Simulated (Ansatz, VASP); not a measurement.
## Zn4HO4: VASP beside Ansatz

The input INCAR:

```
ALGO = Normal
EDIFF = 1E-6
ENCUT = 520
GGA = PS
ISIF = 2
ISMEAR = 0
LASPH = True
LCHARG = False
LREAL = False
LWAVE = False
NBANDS = 46
NELM = 100
PREC = Accurate
SIGMA = 0.05
```

Contents of KPOINTS:

```
k-points
0
Gamma
  4 4 8
```

POSCAR

```
Zn4HO4
1.0
    5.5148137916      0.0000000000      0.0000000000
    0.0000000000      5.5148137916      0.0000000000
    0.0000000000      0.0000000000      3.2430062931
Zn O H
4 4 1
Direct
    0.1820657240      0.1820657240      0.5000000000
    0.8179342760      0.8179342760      0.5000000000
    0.6820657240      0.3179342760      0.0000000000
    0.3179342760      0.6820657240      0.0000000000
    0.8180023132      0.1819976868      0.5000000000
    0.1819976868      0.8180023132      0.5000000000
    0.6819976868      0.6819976868      0.0000000000
    0.3180023132      0.3180023132      0.0000000000
    1.0000405349     -0.3180023132      0.3000000000
```

Input for Ansatz:

```yaml
crystal:
  lattice:
    - [5.5148137916, 0.0, 0.0]
    - [0.0, 5.5148137916, 0.0]
    - [0.0, 0.0, 3.2430062931]
  atoms:
    - { symbol: Zn, position: [0.182065724, 0.182065724, 0.5] }
    - { symbol: Zn, position: [0.817934276, 0.817934276, 0.5] }
    - { symbol: Zn, position: [0.682065724, 0.317934276, 0.0] }
    - { symbol: Zn, position: [0.317934276, 0.682065724, 0.0] }
    - { symbol: O, position: [0.8180023132, 0.1819976868, 0.5] }
    - { symbol: O, position: [0.1819976868, 0.8180023132, 0.5] }
    - { symbol: O, position: [0.6819976868, 0.6819976868, 0.0] }
    - { symbol: O, position: [0.3180023132, 0.3180023132, 0.0] }
    - { symbol: H, position: [1.0000405349, -0.3180023132, 0.3] }
basis:
  ecutwfc: 420
kpoints:
  mp_grid: { grid: [4, 4, 8] }
hamiltonian:
  xc: pbesol
  pseudopotentials: { kind: paw, azcp: { folder: soft_1 } }
scf:
  occupations: { method: gaussian, width: 0.05 }
output:
  forces: true
  stress: true
  eigenvalues: true
  write_density: true
  write_potential: true
  elf: true
  volumetric_format: npy
```

Alike in both runs: task single point; functional PBEsol; k mesh 4 × 4 × 8; occupations gaussian, width 0.05 eV; no spin polarisation.

```csv
,VASP,Ansatz
version,VASP 6.6.1,Ansatz 0.2.0
potentials or method,"VASP PAW PBE potentials, release 64 (Zn, O, H), cutoff 520 eV","scalar-relativistic, plane waves, PAW"
valence electrons in the cell,73,73
```

```tsv
	VASP	Ansatz	Ansatz less VASP
gap on the k mesh at the Fermi level (eV)	none	none	-
pressure (GPa)	9.7	8.8	-0.93
traceless stress, the component that is largest in VASP (GPa)	3.72	3.69	-0.030
rms of the force components (eV/Å)	1.129	1.105	-0.0244
```

VASP's potentials were made for PBE, not for PBEsol, and Ansatz warns of the same on its side. Atom by atom the forces differ by 0.026 eV/Å (rms over components). A gap of «none» marks a metal or a gap that the smearing closes.
